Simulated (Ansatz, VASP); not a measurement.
**Ga: VASP beside Ansatz**

Contents of INCAR:

```
ALGO = Normal
EDIFF = 1E-7
ENCUT = 520
GGA = RE
ISIF = 2
ISMEAR = -1
LASPH = True
LCHARG = True
LELF = True
LREAL = False
LVHAR = True
LWAVE = False
NBANDS = 20
NELM = 80
PREC = Accurate
SIGMA = 0.1
```

Contents of KPOINTS:

```
k-points
0
Gamma
  13 13 8
```

File POSCAR:

```
Ga
1.0
    2.9342715188      0.0000000000      0.0000000000
   -1.4671357594      2.5411536769      0.0000000000
    0.0000000000      0.0000000000      4.6303647938
Ga
2
Direct
    0.3333333333      0.6666666667      0.2500000000
    0.6666666667      0.3333333333      0.7500000000
```

Input for Ansatz:

```yaml
crystal:
  lattice:
    - [2.9342715188, 0.0, 0.0]
    - [-1.4671357594, 2.5411536769, 0.0]
    - [0.0, 0.0, 4.6303647938]
  atoms:
    - { symbol: Ga, position: [0.3333333333, 0.6666666667, 0.25] }
    - { symbol: Ga, position: [0.6666666667, 0.3333333333, 0.75] }
hamiltonian:
  xc: revpbe
  pseudopotentials:
    kind: paw
    azcp:
      Ga: "pseudopotentials/Ga.paw.azcp"
basis:
  ecutwfc: 420
  fft_grid_basis: typed
kpoints:
  mp_grid: { grid: [13, 13, 8], shift: [0, 0, 0] }
magnetization:
  spin_polarized: false
scf:
  occupations: { method: fermi_dirac, width: 0.1 }
  lower_state_search: "off"
output:
  stress: true
```

Alike in both runs: task single point; functional revPBE; k mesh 13 × 13 × 8; occupations fermi-dirac, width 0.1 eV; no spin polarisation.

|  | VASP | Ansatz |
| --- | --- | --- |
| version | VASP 6.6.1 | Ansatz 0.2.0 |
| potentials or method | VASP PAW PBE potentials, release 64 (Ga_d), cutoff 520 eV | plane waves (420 eV) with PAW, scalar-relativistic |
| valence electrons in the cell | 26 | 26 |

```tsv
	VASP	Ansatz	Ansatz less VASP
pressure (GPa)	7.8	7.7	-0.16
traceless stress, the component that is largest in VASP (GPa)	0.16	0.14	-0.014
```

VASP's potentials were made for PBE, not for revPBE. The functional is the same, so the differences come from potentials, cutoffs and numerics.
